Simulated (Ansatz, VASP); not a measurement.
SiPdRu5: VASP beside Ansatz

```
Si Ru Pd
1.0
     6.53154    0.00000    0.00000
     0.00000    6.53154    0.00000
     0.00000    0.00000    4.30690
Si Ru Pd
1 5 1
Direct
  0.00000 0.00000 0.00000
  0.33513 0.00000 0.00000
  0.66487 0.00000 0.00000
  0.00000 0.33513 0.00000
  0.00000 0.66487 0.00000
  0.50000 0.50000 0.50000
  0.00000 0.00000 0.50000
```

Alike in both runs: functional PBE; k mesh 3 × 3 × 4; occupations gaussian, width 0.2 eV; no spin polarisation.

Ansatz relaxed the structure, and its values are those at the end. VASP's run is a single point on that final structure, the one shown.

|  | VASP | Ansatz |
| --- | --- | --- |
| version | VASP 6.6.1 | Ansatz 0.2.0 |
| potentials or method | VASP PAW PBE potentials, release 64 (Si, Ru_pv, Pd), cutoff 500 eV | scalar-relativistic, plane waves, PAW |
| valence electrons in the cell | 84 | 102 |

|  | VASP | Ansatz | Ansatz less VASP |
| --- | --- | --- | --- |
| gap on the k mesh at the Fermi level (eV) | none | none | - |
| pressure (GPa) | -0.1 | -0.3 | -0.28 |
| rms of the force components (eV/Å) | 0.142 | 0.010 | -0.1318 |

A gap of «none» marks a metal or a gap that the smearing closes. One of these differences is far larger than is usual between the two programs; its cause wasn't traced. VASP's potentials hold 84 valence electrons a cell and Ansatz's 102, so a difference there can come from the potentials and not from the codes.

The k mesh is coarse, so the values compare programs but aren't converged.
